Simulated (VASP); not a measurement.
Write the native input for VASP 6.6.1 that does the following.

- Task: single point
- Functional: PBEsol
- Potentials or basis: VASP PAW PBE potentials, release 64 (Ge_d)
- Cutoff: 520 eV
- k mesh: 9 × 9 × 9
- Occupations: gaussian, width 0.15 eV
- Spin: no spin polarisation
- Dipole correction: no
- Further INCAR settings: ALGO = Fast; EDIFF = 1e-06; NBANDS = 66

The structure of Ge lies in POSCAR:

```
Ge
1.0
    4.9238848631      2.8428062512      2.0698666667
   -4.9238848631      2.8428062512      2.0698666667
    0.0000000000     -5.6856125024      2.0698666667
Ge
8
Direct
    0.7160166262      0.7160166262      0.7160166262
    0.2839833738      0.2839833738      0.2839833738
    0.0302911486      0.7262027915      0.5337905696
    0.5337905696      0.0302911486      0.7262027915
    0.7262027915      0.5337905696      0.0302911486
    0.9697088514      0.2737972085      0.4662094304
    0.4662094304      0.9697088514      0.2737972085
    0.2737972085      0.4662094304      0.9697088514
```

One way to write it, as run:

INCAR

```
SYSTEM = Ge
ALGO = Fast ; EDIFF = 1E-6
ENCUT = 520 ; GGA = PS
ISIF = 2 ; ISMEAR = 0
LASPH = .True. ; LCHARG = .False.
LREAL = .False. ; LWAVE = .False.
NBANDS = 66 ; NELM = 60
PREC = Accurate ; SIGMA = 0.15
```

KPOINTS

```
k-points
0
Gamma
  9 9 9
  0 0 0
```

Potentials or basis: VASP PAW PBE potentials, release 64 (Ge_d).

Launch:

```console
$ cat potpaw_PBE.64/Ge_d/POTCAR > POTCAR
$ mpirun -np 1 vasp_std > vasp.out
```

It gave:

| Item | Value |
| --- | --- |
| Pressure | -3.4 GPa |
| Largest force | 0.538 eV/Å |
| Band gap on the k mesh | zero (bands 56 and 57 overlap by 0.57 eV) |

Caveat: the cell stands under tension; semilocal functionals underestimate gaps, so a narrow gap can read as zero; the PAW data sets were made with another functional, which shifts forces and pressure a little.

Wall time 36 min on 1 thread of Oxide Virtual Turin-like Processor (shared host), peak memory 0.94 GiB.
